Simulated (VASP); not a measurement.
Here is a VASP 6.6.1 calculation.

INCAR

```
PREC = Accurate ; ENCUT = 520
EDIFF = 1E-7 ; ISMEAR = 0
SIGMA = 0.1 ; LREAL = F
LASPH = T ; NELM = 80
ALGO = Normal ; ISIF = 2
LWAVE = F ; LCHARG = F
GGA = PE ; NBANDS = 30
```

The input KPOINTS:

```
regular mesh
0
Gamma
  10 10 10
```

Contents of POSCAR:

```
AlBiO4
1.0
    0.0000000000      3.3029305100      3.3029305100
    3.3029305100      0.0000000000      3.3029305100
    3.3029305100      3.3029305100      0.0000000000
Al Bi O
1 1 4
Direct
    0.0000000000      0.0000000000      0.0000000000
    0.2500000000      0.2500000000      0.2500000000
    0.6288790955      0.6288790955      0.1133627136
    0.6288790955      0.1133627136      0.6288790955
    0.1133627136      0.6288790955      0.6288790955
    0.6288790955      0.6288790955      0.6288790955
```

Potentials or basis: VASP PAW PBE potentials, release 64 (Al, Bi_d, O).

Run with:

```console
$ cat potpaw_PBE.64/Al/POTCAR potpaw_PBE.64/Bi_d/POTCAR potpaw_PBE.64/O/POTCAR > POTCAR
$ mpirun -np 1 vasp_std > vasp.out
```

Q: Predict the largest force.

A: 0.004 eV/Å.

Q: Predict the pressure.

A: -0.2 GPa.

Q: Predict the band gap on the k mesh.

A: Zero (band 21 reaches 6.81 eV, above the bottom of band 22 at 6.36 eV).

Forces on the atoms (eV/Å):
```
Al   0.000  0.000  0.000
Bi   0.000  0.000  0.000
O   -0.002 -0.002  0.002
O   -0.002  0.002 -0.002
O    0.002 -0.002 -0.002
O    0.002  0.002  0.002
```

Caveat: spin-orbit coupling is left out, which moves the levels of the heavy elements.
